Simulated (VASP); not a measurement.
# Ru: single point with PBEsol

The system is Ru.

```
CELL_PARAMETERS angstrom
2.68948 0.00000 0.00000
-1.34474 2.32916 0.00000
0.00000 0.00000 4.12438
ATOMIC_POSITIONS crystal
Ru 0.33333 0.66667 0.25000
Ru 0.66667 0.33333 0.75000
```

This cell differs from its parent crystal: strain along c alone, the other axes held: -3.0 %.

* Program: VASP 6.6.1
* Task: single point
* Functional: PBEsol
* Potentials or basis: VASP PAW PBE potentials, release 64 (Ru_pv)
* Cutoff: 520 eV
* k mesh: 24 × 24 × 12
* Occupations: gaussian, width 0.1 eV
* Spin: no spin polarisation
* Dipole correction: no
* Further INCAR settings: ALGO = Fast; EDIFF = 1e-06; NBANDS = 21

The pressure is 12.3 GPa and the band gap on the k mesh is zero (bands 14 and 15 overlap by 3.48 eV).

Stress tensor (GPa, compression positive):
```
 7.02  0.00  0.00
 0.00  7.02  0.00
 0.00  0.00 22.90
```

Levels at points of the mesh, in eV from the Fermi level:
| k point | band 10 | band 11 | band 12 | band 13 | band 14 | band 15 | band 16 | band 17 | band 18 | band 19 |
| --- | --- | --- | --- | --- | --- | --- | --- | --- | --- | --- |
| (0.00, 0.00, 0.00) | -2.88 | -2.33 | -2.05 | -2.05 | -1.78 | -1.78 | 1.25 | 1.25 | 1.67 | 10.18 |
| (0.50, 0.00, 0.00) | -3.52 | -2.05 | -2.04 | -1.47 | 1.33 | 1.86 | 2.22 | 4.23 | 6.34 | 11.47 |
| (0.00, 0.00, 0.50) | -3.14 | -3.14 | -3.14 | -2.74 | -2.74 | 0.61 | 0.61 | 0.61 | 0.61 | 10.20 |
| (0.50, 0.00, 0.50) | -4.80 | -1.30 | -1.30 | 0.42 | 0.42 | 1.66 | 1.66 | 3.51 | 3.51 | 10.18 |

Run time: 2.6 min on 1 thread of Intel(R) Xeon(R) Platinum 8259CL CPU @ 2.50GHz (Skylake/Cascade Lake) (shared host), peak memory 0.28 GiB.

Caveat: the cell differs from its parent crystal (strain along c alone, the other axes held: -3.0 %); the cell stands under pressure; the PAW data sets were made with another functional, which shifts forces and pressure a little.
